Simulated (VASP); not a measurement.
# Sb (R-3m) in VASP: further runs, part 2 of 2

VASP 6.6.1. The steps go on from the part before.

## Step 4: Single point, LDA

This run uses another cell than the first one, of 29.48 Å³/atom, 1.439 times its volume.

The input, INCAR:

```
PREC = Accurate
ENCUT = 500
EDIFF = 1E-6
ISMEAR = -1
SIGMA = 0.1
LREAL = F
LASPH = T
NELM = 120
ALGO = Normal
ISIF = 2
LWAVE = F
LCHARG = F
GGA = CA
NBANDS = 12
GGA_COMPAT = F
```

The input, KPOINTS:

```
regular mesh
0
Gamma
  6 6 6
```

The input, POSCAR:

```
Sb
1.0
    2.1443601383      1.2380469031      3.7013364851
   -2.1443601383      1.2380469031      3.7013364851
    0.0000000000     -2.4760938061      3.7013364851
Sb
2
Direct
    0.2341311684      0.2341311684      0.2341311684
    0.7658688316      0.7658688316      0.7658688316
```

Potentials or basis: VASP PAW LDA potentials, release 64 (Sb).

On the command line:

```bash
> cat potpaw_LDA.64/Sb/POTCAR > POTCAR
> mpirun -np 1 vasp_std > vasp.out
```

OUTCAR:

```text
PREC = Accurate
   ENCUT = 500
   EDIFF = 1E-6
   ISMEAR = -1
   LREAL = F
   LASPH = T
   NELM = 120
   ISIF = 2
   GGA = CA

 ion  position               nearest neighbor table
   1  0.234  0.234  0.234-   2 2.89   2 2.89   2 2.89   2 3.31   2 3.31   2 3.31
   2  0.766  0.766  0.766-   1 2.89   1 2.89   1 2.89   1 3.31   1 3.31   1 3.31

  LATTYP: Found a trigonal (rhomboedric) cell.
 ALAT       =     4.4531934960
 COS(alpha) =     0.5362517173

  Lattice vectors:

 A1 = (   2.1443601383,   1.2380469031,   3.7013364851)
 A2 = (  -2.1443601383,   1.2380469031,   3.7013364851)
 A3 = (   0.0000000000,  -2.4760938061,   3.7013364851)

Analysis of symmetry for initial positions (statically):
=====================================================================
 Subroutine PRICEL returns:
 Original cell was already a primitive cell.

 Routine SETGRP: Setting up the symmetry group for a
 trigonal (rhombohedral) supercell.

 Subroutine GETGRP returns: Found 12 space group operations
 (whereof 12 operations were pure point group operations)
 out of a pool of 12 trial point group operations.

[... 176 lines left out ...]
      5       5.5884      2.00000
      6       9.5810      0.00000
      7      10.1815      0.00000
      8      10.1815      0.00000
      9      12.4521      0.00000
     10      12.4521      0.00000
     11      12.6419      0.00000
     12      13.9432      0.00000
[... 331 lines left out ...]
 k-point    24 :      -0.3333    0.5000    0.1667
  band No.  band energies     occupation
      1      -2.7167      2.00000
      2      -1.3368      2.00000
      3       1.9928      2.00000
      4       2.9113      2.00000
      5       5.5818      2.00000
      6       9.3999      0.00000
      7      10.7032      0.00000
      8      13.1685      0.00000
      9      13.4589      0.00000
     10      14.5089      0.00000
     11      17.1915      0.00000
     12      18.0557      0.00000

 [... further k-points ...]

------------------------ aborting loop because EDIFF is reached ----------------------------------------

  FORCE on cell =-STRESS in cart. coord.  units (eV):
  Direction    XX          YY          ZZ          XY          YZ          ZX
  --------------------------------------------------------------------------------------
  -------------------------------------------------------------------------------------
  Total        0.1222404      0.1222404      0.0848289     -0.0000000      0.0000000      0.0000000
  in kB        3.3218541      3.3218541      2.3052051     -0.0000000      0.0000000      0.0000000
  external PRESSURE =       2.9829711 kB  Pullay stress =       0.0000000 kB

 VOLUME and BASIS-vectors are now :
 -----------------------------------------------------------------------------
  energy-cutoff  :      500.00
  volume of cell :       58.96
      direct lattice vectors                 reciprocal lattice vectors
     2.144360138  1.238046903  3.701336485     0.233169789  0.134620640  0.090057560
    -2.144360138  1.238046903  3.701336485    -0.233169789  0.134620640  0.090057560
     0.000000000 -2.476093806  3.701336485     0.000000000 -0.269241280  0.090057560

 POSITION                                       TOTAL-FORCE (eV/Angst)
 -----------------------------------------------------------------------------------
      0.00000      0.00000      2.59979         0.000000      0.000000      0.067035
      0.00000      0.00000      8.50421         0.000000     -0.000000     -0.067035
 -----------------------------------------------------------------------------------
    total drift:                               -0.000000     -0.000000      0.000000

  FREE ENERGIE OF THE ION-ELECTRON SYSTEM (eV)
  ---------------------------------------------------
  free  energy   TOTEN  =        -9.6453236886 eV

  energy  without entropy=       -9.6344905713  energy(sigma->0) =       -9.63990713
```

OSZICAR:

```text
N       E                     dE             d eps       ncg     rms          rms(c)
DAV:   1     0.362538595619E+02    0.36254E+02   -0.35336E+03   768   0.640E+02
DAV:   2    -0.763138518764E+01   -0.43885E+02   -0.42816E+02  1052   0.109E+02
DAV:   3    -0.965392533101E+01   -0.20225E+01   -0.20105E+01   928   0.263E+01
DAV:   4    -0.967120206444E+01   -0.17277E-01   -0.17228E-01   884   0.297E+00
DAV:   5    -0.967142149740E+01   -0.21943E-03   -0.21943E-03   928   0.361E-01    0.324E+00
DAV:   6    -0.965468797741E+01    0.16734E-01   -0.34693E-03   904   0.302E-01    0.193E+00
DAV:   7    -0.964529895024E+01    0.93890E-02   -0.76025E-03   884   0.444E-01    0.519E-02
DAV:   8    -0.964532098909E+01   -0.22039E-04   -0.20543E-04   888   0.952E-02    0.122E-02
DAV:   9    -0.964532377528E+01   -0.27862E-05   -0.66076E-06   968   0.164E-02    0.524E-03
DAV:  10    -0.964532368858E+01    0.86700E-07   -0.49322E-07   604   0.382E-03
   1 F= -.96453237E+01 E0= -.96399071E+01  d E =-.108331E-01
```

stdout:

```text
POSCAR found type information on POSCAR Sb
 POSCAR found :  1 types and       2 ions
 scaLAPACK will be used
 LDA part: xc-table for (Slater(with rela. corr.)+CA(PZ))
 , standard interpolation
 POSCAR, INCAR and KPOINTS ok, starting setup
 FFT: planning ... GRIDC
 FFT: planning ... GRID_SOFT
 FFT: planning ... GRID
 WAVECAR not read
 entering main loop
```

It took 17 s on 1 thread of Intel Xeon 8259CL, shared host; peak memory 0.15 GiB.

Results:

| Property | Result |
| --- | --- |
| Free energy | -9.6453 eV |
| Pressure | 0.3 GPa |
| Largest force | 0.067 eV/Å |
| Band gap on the k mesh | zero (band 5 reaches 7.51 eV, above the bottom of band 6 at 7.22 eV) |

Forces on the atoms (eV/Å):
```
Sb   0.000  0.000  0.067
Sb   0.000  0.000 -0.067
```

Caveat: spin-orbit coupling is left out, which moves the levels of the heavy elements.

## Step 5: The runs side by side

| cell | gap on the mesh (eV) | pressure (GPa) |
| --- | --- | --- |
| a = 4.203 Å, angles 50.7°, 2 atoms | none | 41.5 |
| a = 4.160 Å, angles 56.1°, 2 atoms | none | 20.9 |
| a = 4.453 Å, angles 57.6°, 2 atoms | none | 0.3 |

Alike in all rows: task single point; level LDA; potentials or basis VASP PAW LDA potentials, release 64 (Sb); no spin polarisation; k mesh 6 × 6 × 6; cutoff (eV) 500; smearing fermi-dirac 0.1 eV.

Caveats: spin-orbit coupling is left out, which moves the levels of the heavy elements.

Total energies depend on the potentials used, so only differences within one code and one set of settings carry meaning.
